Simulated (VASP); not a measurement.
# Si5Sn: single point with PBE

The system is Si5Sn.

```xyz
6
Lattice="3.9266 0.0000 0.0000 -1.9633 3.4005 0.0000 0.0000 0.0000 8.3401" Properties=species:S:1:pos:R:3 pbc="T T T"
Si    1.9633    0.0000    4.1700
Si   -0.9817    1.7003    4.1700
Si    0.9817    1.7003    4.1700
Si    0.0000    0.0000    7.0213
Si    0.0000    0.0000    1.3188
Sn    0.0000    0.0000    4.1700
```

The cell was generated, and may not be a known phase.

```yaml
Program: VASP 6.6.1
Task: single point
Functional: PBE
Potentials_or_basis: VASP PAW PBE potentials, release 64 (Si, Sn_d)
Cutoff: 520 eV
k_mesh: 6 × 6 × 2
Occupations: gaussian, width 0.1 eV
Spin: no spin polarisation
Dipole_correction: no
Further_INCAR_settings: ALGO = Normal; EDIFF = 1e-07; NBANDS = 26
```

| Property | Result |
| --- | --- |
| Pressure | 114.4 GPa |
| Largest force | 2.042 eV/Å |
| Band gap on the k mesh | zero (bands 17 and 18 overlap by 2.74 eV) |

Forces on the atoms (eV/Å):
```
Si   0.000  0.000  0.000
Si   0.000  0.000  0.000
Si   0.000  0.000  0.000
Si   0.000  0.000  2.042
Si   0.000  0.000 -2.042
Sn   0.000  0.000  0.000
```

Stress tensor (GPa, compression positive):
```
171.08   0.00   0.00
  0.00 171.08   0.00
  0.00   0.00   0.98
```

Levels at points of the mesh, in eV from the Fermi level:
```csv
k point,band 14,band 15,band 16,band 17,band 18,band 19,band 20,band 21
"(0.00, 0.00, 0.00)",-2.86,-2.86,-1.86,1.97,1.97,2.45,2.45,2.45
"(0.50, 0.00, 0.00)",-2.33,-0.95,-0.92,0.04,0.42,0.53,0.93,1.68
"(0.00, 0.00, 0.50)",-2.86,-2.86,-0.56,1.62,1.62,2.09,2.81,2.93
"(0.50, 0.00, 0.50)",-1.43,-1.26,-0.76,-0.72,0.04,1.68,1.98,2.21
```

Wall time 62 s on 1 thread of AMD EPYC 7R43 64-Core Processor (Zen 3), on a shared host, peak memory 0.19 GiB.

Caveat: the k points lie up to 0.38 Å⁻¹ apart, too coarse for converged energies and pressures of a metal; spin-orbit coupling is left out, which moves the levels of the heavy elements; forces of over 1 eV/Å act on the atoms, so gaps and moduli don't describe the material at rest.
